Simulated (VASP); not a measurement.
LiSi16 (a cell with a defect): single point with PBE

The system is LiSi16 (a cell with a defect).

```
CELL_PARAMETERS angstrom
0.00000 5.43000 5.43000
5.43000 0.00000 5.43000
5.43000 5.43000 0.00000
ATOMIC_POSITIONS crystal
Si 0.99795 0.00199 0.00161
Si 0.12738 0.12417 0.12384
Si 0.99793 0.00195 0.49768
Si 0.12262 0.13185 0.62236
Si 0.99793 0.49801 0.00160
Si 0.12264 0.62273 0.13143
Si 0.99989 0.50000 0.49957
Si 0.12260 0.62268 0.62234
Si 0.49992 0.00000 0.99968
Si 0.62411 0.12419 0.12385
Si 0.50189 0.00198 0.49769
Si 0.62409 0.12417 0.62714
Si 0.50190 0.49804 0.00161
Si 0.62409 0.62746 0.12384
Si 0.50186 0.49801 0.49768
Si 0.63175 0.62272 0.62236
Li 0.24989 0.75000 0.74955
```

| Item | Value |
| --- | --- |
| Program | VASP 6.6.1 |
| Task | single point |
| Functional | PBE |
| Potentials or basis | VASP PAW PBE potentials, release 64 (Si, Li_sv) |
| Cutoff | 520 eV |
| k mesh | 2 × 2 × 2 |
| Occupations | gaussian, width 0.02 eV |
| Spin | no spin polarisation |

The largest force is 0.006 eV/Å.

Forces on the atoms (eV/Å):
```
Si  -0.002  0.000  0.000
Si   0.001 -0.002 -0.001
Si   0.000  0.000  0.000
Si   0.003 -0.003  0.003
Si   0.000  0.000  0.001
Si   0.003  0.003 -0.003
Si   0.002  0.002  0.000
Si  -0.003 -0.003 -0.003
Si   0.001  0.001  0.000
Si   0.000  0.000  0.001
Si  -0.001  0.000 -0.001
Si  -0.002 -0.002  0.001
Si   0.001 -0.002  0.000
Si  -0.002  0.001 -0.001
Si   0.000  0.000  0.000
Si  -0.003  0.003  0.003
Li   0.001  0.002 -0.001
```

Levels at points of the mesh, in eV from the Fermi level:
```
           k point  band 31  band 32  band 33  band 34  band 35  band 36
(0.00, 0.00, 0.00)    -0.19    -0.19    -0.19     0.46     0.46     0.46
(0.50, 0.00, 0.00)    -1.00    -0.91    -0.91     1.01     1.21     1.21
(0.00, 0.50, 0.00)    -1.00    -0.91    -0.91     1.01     1.21     1.21
(0.00, 0.00, 0.50)    -1.00    -0.91    -0.91     1.01     1.21     1.21
(0.50, 0.50, 0.50)    -1.00    -0.91    -0.91     1.01     1.21     1.21
(0.50, 0.50, 0.00)    -1.55    -1.50    -1.46     0.88     0.95     2.01
(0.00, 0.50, 0.50)    -1.55    -1.50    -1.46     0.88     0.95     2.01
(0.50, 0.00, 0.50)    -1.55    -1.50    -1.46     0.88     0.95     2.01
```

Run time: 4.4 min on 1 thread of Intel(R) Xeon(R) 6975P-C (Granite Rapids) (shared host), peak memory 0.47 GiB.

Caveat: the k points lie up to 0.50 Å⁻¹ apart; the cell carries a net charge on a neutralising background, which shifts energy and pressure; the cell is charged against a uniform background, so pressure and absolute levels hang on convention.
